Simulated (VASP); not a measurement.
# Pd (Fm-3m) in VASP: a series of runs

Runs on Pd. Level: PBE. Tasks: single point.

Everything below comes from runs of VASP 6.6.1. Logs are shortened: lines on timing, memory, paths and dates and some standing lists are left out, and cuts for length are marked.

### 1 The cell of the first run

The structure is cubic, space group Fm-3m (No. 225). Conventional cell: a = 3.942 Å, b = 3.942 Å, c = 3.942 Å, α = 90.00°, β = 90.00°, γ = 90.00°. Pd (site symmetry m-3m) has 12 Pd at 2.79 Å within 3.7 Å.

### 2 Single point, PBE

File INCAR:

```
PREC = Accurate ; ENCUT = 520
EDIFF = 1E-6 ; ISMEAR = 0
SIGMA = 0.1 ; LREAL = False
LASPH = True ; NELM = 80
ALGO = Fast ; ISIF = 2
LWAVE = False ; LCHARG = False
GGA = PE ; NBANDS = 11
```

File KPOINTS:

```
Automatic mesh
0
Gamma
  18 18 18
```

File POSCAR:

```
Pd
1.0
    0.0000000000      1.9711878729      1.9711878729
    1.9711878729      0.0000000000      1.9711878729
    1.9711878729      1.9711878729      0.0000000000
Pd
1
Direct
    0.0000000000      0.0000000000      0.0000000000
```

Potentials or basis: VASP PAW PBE potentials, release 64 (Pd).

Started as:

```console
$ cat potpaw_PBE.64/Pd/POTCAR > POTCAR
$ mpirun -np 1 vasp_std > vasp.out
```

OUTCAR:

```text
PREC = Accurate
   ENCUT = 520
   EDIFF = 1E-6
   ISMEAR = 0
   LREAL = False
   LASPH = True
   NELM = 80
   ISIF = 2
   GGA = PE

 ion  position               nearest neighbor table
   1  0.000  0.000  0.000-

  LATTYP: Found a face centered cubic cell.
 ALAT       =     3.9423757458

  Lattice vectors:

 A1 = (   0.0000000000,   1.9711878729,   1.9711878729)
 A2 = (   1.9711878729,   0.0000000000,   1.9711878729)
 A3 = (   1.9711878729,   1.9711878729,   0.0000000000)

Analysis of symmetry for initial positions (statically):
=====================================================================
 Subroutine PRICEL returns:
 Original cell was already a primitive cell.

 Routine SETGRP: Setting up the symmetry group for a
 face centered cubic supercell.

 Subroutine GETGRP returns: Found 48 space group operations
 (whereof 48 operations were pure point group operations)
 out of a pool of 48 trial point group operations.

The static configuration has the point symmetry O_h .

Analysis of symmetry for dynamics (positions and initial velocities):
=====================================================================
 Subroutine PRICEL returns:
 Original cell was already a primitive cell.

 Routine SETGRP: Setting up the symmetry group for a
 face centered cubic supercell.

 Subroutine GETGRP returns: Found 48 space group operations
 (whereof 48 operations were pure point group operations)
 out of a pool of 48 trial point group operations.

The dynamic configuration has the point symmetry O_h .

 Subroutine INISYM returns: Found 48 space group operations
 (whereof 48 operations are pure point group operations),
 and found     1 'primitive' translations

----------------------------------------------------------------------------------------

                                     Primitive cell

  volume of cell :      15.3184

  direct lattice vectors                    reciprocal lattice vectors
     0.000000000  1.971187873  1.971187873    -0.253654158  0.253654158  0.253654158
     1.971187873  0.000000000  1.971187873     0.253654158 -0.253654158  0.253654158
     1.971187873  1.971187873  0.000000000     0.253654158  0.253654158 -0.253654158

  length of vectors
     2.787680624  2.787680624  2.787680624     0.439341889  0.439341889  0.439341889

  position of ions in fractional coordinates (direct lattice)
     0.000000000  0.000000000  0.000000000

  ion indices of the primitive-cell ions
   primitive index   ion index
                 1           1

----------------------------------------------------------------------------------------

 KPOINTS: Automatic mesh

Automatic generation of k-mesh.
 Grid dimensions read from file:
 generate k-points for:   18   18   18

 Generating k-lattice:

  Cartesian coordinates                     Fractional coordinates (reciprocal lattice)
    -0.014091898  0.014091898  0.014091898     0.055555556  0.000000000  0.000000000
     0.014091898 -0.014091898  0.014091898     0.000000000  0.055555556  0.000000000
     0.014091898  0.014091898 -0.014091898     0.000000000  0.000000000  0.055555556

  Length of vectors
     0.024407883  0.024407883  0.024407883

  Shift w.r.t. Gamma in fractional coordinates (k-lattice)
     0.000000000  0.000000000  0.000000000

 Subroutine IBZKPT returns following result:
 ===========================================

 Found    195 irreducible k-points:

 Following reciprocal coordinates:
            Coordinates               Weight
  0.000000  0.000000  0.000000      1.000000
  0.055556  0.000000  0.000000      8.000000
  0.111111  0.000000  0.000000      8.000000
  0.166667  0.000000  0.000000      8.000000
  0.222222  0.000000  0.000000      8.000000
  0.277778  0.000000  0.000000      8.000000
[... 16 lines left out ...]
 -0.277778  0.055556  0.000000     24.000000
 -0.222222  0.055556  0.000000     24.000000
 [... further k-points ...]
   k-points           NKPTS =    195   k-points in BZ     NKDIM =    195   number of bands    NBANDS=     11
   number of dos      NEDOS =    301   number of ions     NIONS =      1
   total plane-waves  NPLWV =  13824
   dimension x,y,z NGX =    24 NGY =   24 NGZ =   24
   dimension x,y,z NGXF=    48 NGYF=   48 NGZF=   48
   ions per type =               1
   NGX,Y,Z   is equivalent  to a cutoff of  14.31, 14.31, 14.31 a.u.
   NGXF,Y,Z  is equivalent  to a cutoff of  28.63, 28.63, 28.63 a.u.
 SYSTEM =  unknown system
   PREC   = accura    normal or accurate (medium, high low for compatibility)
   ISTART =      0    job   : 0-new  1-cont  2-samecut
   ICHARG =      2    charge: 1-file 2-atom 10-const
   ISPIN  =      1    spin polarized calculation?
   LNONCOLLINEAR =      F non collinear calculations
   LSORBIT =      F    spin-orbit coupling
   LASPH  =      T    aspherical Exc in radial PAW
   ENCUT  =  520.0 eV  38.22 Ry    6.18 a.u.   5.18  5.18  5.18*2*pi/ulx,y,z
   NELM   =     80;   NELMIN=  2; NELMDL= -5     # of ELM steps
   EDIFF  = 0.1E-05   stopping-criterion for ELM
   LREAL  =      F    real-space projection
   EDIFFG = 0.1E-04   stopping-criterion for IOM
   NSW    =      0    number of steps for IOM
   IBRION =     -1    ionic relax: 0-MD 1-quasi-New 2-CG
   NFREE  =      0    steps in history (QN), initial steepest desc. (CG)
   ISIF   =      2    stress and relaxation
   ISYM   =      2    0-nonsym 1-usesym 2-fastsym
   POTIM  = 0.5000    time-step for ionic-motion
   TEBEG  =    0.0;   TEEND  =   0.0 temperature during run
   PSTRESS=    0.0 pullay stress
   NELECT =      10.0000    total number of electrons
   NUPDOWN=      -1.0000    fix difference up-down
   EMIN   =  10.00;   EMAX   =-10.00  energy-range for DOS
   EFERMI =   0.00;   METHOD = LEGACY
   ISMEAR =     0;   SIGMA  =   0.10  broadening in eV -4-tet -1-fermi 0-gaus
   EFERMI_NEDOS =   21; number of points for ismear=-14 and -15
   IALGO  =     68    algorithm
   IMIX   =      4    mixing-type and parameters
     AMIX     =   0.40;   BMIX     =  1.00
     AMIX_MAG =   1.60;   BMIX_MAG =  1.00
  volume/ion in A,a.u.               =      15.32       103.37
  Fermi-wavevector in a.u.,A,eV,Ry     =   1.420158  2.683710 27.440912  2.016850
  Thomas-Fermi vector in A             =   2.541103
   LORBIT       =      0    0 simple, 1 ext, 2 COOP (PROOUT), +10 PAW based schemes
   GGA     = PE    functional components
   LHFCALC =     F    Hartree Fock is set to
   AEXX    =    0.0000 exact exchange contribution
   IVDW    =     0    specifies the selected vdW correction
   LEPSILON=     F    determine dielectric tensor
   LRPA    =     F    only Hartree local field effects (RPA)
 non-spin polarized calculation
 RMM-DIIS sequential band-by-band and
 Gauss-broadening in eV      SIGMA  =   0.10
  energy-cutoff  :      520.00
  volume of cell :       15.32
 maximum number of plane-waves:       424
 NGX is ok and might be reduce to    24
   NGX = 11   NGY = 11   NGZ = 11

 number of electron      10.0000000 magnetization

 Free energy of the ion-electron system (eV)
  ---------------------------------------------------
  ext. energy  EPLUGINS =         0.00000000
  ---------------------------------------------------
  free energy    TOTEN  =        -5.22597064 eV

  energy without entropy =       -5.21373855  energy(sigma->0) =       -5.21985460

 E-fermi :   9.1513     XC(G=0): -12.9502

 val. band max:        9.1499232047   @ k =  -0.4444   0.3889   0.1111
 cond. band min:       9.1572868449   @ k =  -0.3889   0.3889   0.0556
 fundamental gap:      0.0073636402
 Fermi energy:         9.1513042290

 k-point     1 :       0.0000    0.0000    0.0000
  band No.  band energies     occupation
      1       2.3071      2.00000
      2       6.4844      2.00000
      3       6.4844      2.00000
      4       6.4844      2.00000
      5       7.9981      2.00000
      6       7.9981      2.00000
      7      26.3249      0.00000
      8      30.8876      0.00000
      9      30.8876      0.00000
     10      30.8876      0.00000
     11      35.9535      0.00000

 k-point     2 :       0.0556    0.0000    0.0000
  band No.  band energies     occupation
      1       2.4159      2.00000
      2       6.4469      2.00000
      3       6.5215      2.00000
      4       6.5215      2.00000
      5       7.9805      2.00000
      6       7.9805      2.00000
      7      26.4323      0.00000
      8      30.1266      0.00000
      9      31.0048      0.00000
     10      31.0048      0.00000
     11      36.4433      0.00000

 k-point     3 :       0.1111    0.0000    0.0000
  band No.  band energies     occupation
      1       2.7307      2.00000
      2       6.3534      2.00000
      3       6.6183      2.00000
      4       6.6183      2.00000
      5       7.9439      2.00000
      6       7.9439      2.00000
      7      26.6488      0.00000
      8      28.6047      0.00000
      9      31.3350      0.00000
     10      31.3350      0.00000
     11      36.1060      0.00000

 k-point     4 :       0.1667    0.0000    0.0000
  band No.  band energies     occupation
      1       3.2076      2.00000
      2       6.2664      2.00000
      3       6.7268      2.00000
      4       6.7268      2.00000
      5       7.9397      2.00000
      6       7.9397      2.00000
      7      26.1513      0.00000
      8      27.5593      0.00000
      9      31.8039      0.00000
     10      31.8039      0.00000
     11      35.0097      0.00000
[... 239 lines left out ...]
 k-point    22 :      -0.3333    0.0556    0.0000
  band No.  band energies     occupation
      1       4.3174      2.00000
      2       6.5668      2.00000
      3       6.6445      2.00000
      4       7.5838      2.00000
      5       8.4942      2.00000
      6       9.1950      0.53641
      7      19.6944      0.00000
      8      26.3909      0.00000
      9      29.8387      0.00000
     10      31.8856      0.00000
     11      34.9015      0.00000

 k-point    23 :      -0.2778    0.0556    0.0000
  band No.  band energies     occupation
      1       4.2662      2.00000
      2       6.6256      2.00000
      3       6.7498      2.00000
      4       6.8454      2.00000
      5       8.1608      2.00000
      6       8.7320      2.00000
      7      21.7216      0.00000
      8      26.8682      0.00000
      9      30.4395      0.00000
     10      33.2741      0.00000
     11      33.9503      0.00000

 k-point    24 :      -0.2222    0.0556    0.0000
  band No.  band energies     occupation
      1       3.9783      2.00000
      2       6.2795      2.00000
      3       6.7927      2.00000
      4       6.8239      2.00000
      5       7.8901      2.00000
      6       8.3836      2.00000
      7      23.7712      0.00000
      8      27.2616      0.00000
      9      30.9127      0.00000
     10      33.3824      0.00000
     11      33.6900      0.00000

 [... further k-points ...]

------------------------ aborting loop because EDIFF is reached ----------------------------------------

  FORCE on cell =-STRESS in cart. coord.  units (eV):
  Direction    XX          YY          ZZ          XY          YZ          ZX
  --------------------------------------------------------------------------------------
  -------------------------------------------------------------------------------------
  Total       -0.0211813     -0.0211813     -0.0211813     -0.0000000      0.0000000     -0.0000000
  in kB       -2.2153838     -2.2153838     -2.2153838     -0.0000000      0.0000000     -0.0000000
  external PRESSURE =      -2.2153838 kB  Pullay stress =       0.0000000 kB

 VOLUME and BASIS-vectors are now :
 -----------------------------------------------------------------------------
  energy-cutoff  :      520.00
  volume of cell :       15.32
      direct lattice vectors                 reciprocal lattice vectors
     0.000000000  1.971187873  1.971187873    -0.253654158  0.253654158  0.253654158
     1.971187873  0.000000000  1.971187873     0.253654158 -0.253654158  0.253654158
     1.971187873  1.971187873  0.000000000     0.253654158  0.253654158 -0.253654158

 POSITION                                       TOTAL-FORCE (eV/Angst)
 -----------------------------------------------------------------------------------
      0.00000      0.00000      0.00000        -0.000000     -0.000000     -0.000000
 -----------------------------------------------------------------------------------
    total drift:                               -0.000000      0.000000     -0.000000

  FREE ENERGIE OF THE ION-ELECTRON SYSTEM (eV)
  ---------------------------------------------------
  free  energy   TOTEN  =        -5.2259706428 eV

  energy  without entropy=       -5.2137385514  energy(sigma->0) =       -5.21985460
```

Run time: 16 s. Hardware: 1 thread of Intel Xeon 6975P-C, shared host; peak memory 0.16 GiB.

Results:

* Free energy: -5.2260 eV
* Pressure: -0.2 GPa
* Band gap on the k mesh: zero (band 5 reaches 9.42 eV, above the bottom of band 6 at 7.94 eV)

Levels at points of the mesh, in eV from the Fermi level:
```
           k point  band 1  band 2  band 3  band 4  band 5  band 6  band 7  band 8  band 9  band 10
(0.00, 0.00, 0.00)   -6.84   -2.67   -2.67   -2.67   -1.15   -1.15   17.17   21.74   21.74    21.74
(0.50, 0.00, 0.00)   -5.00   -2.71   -2.71   -0.02   -0.02    1.10    7.03   16.52   20.74    20.74
(0.50, 0.50, 0.00)   -5.07   -4.80   -0.05    0.27    0.27    3.36   10.39   13.01   13.01    21.03
```

[end of part 1 of 2]
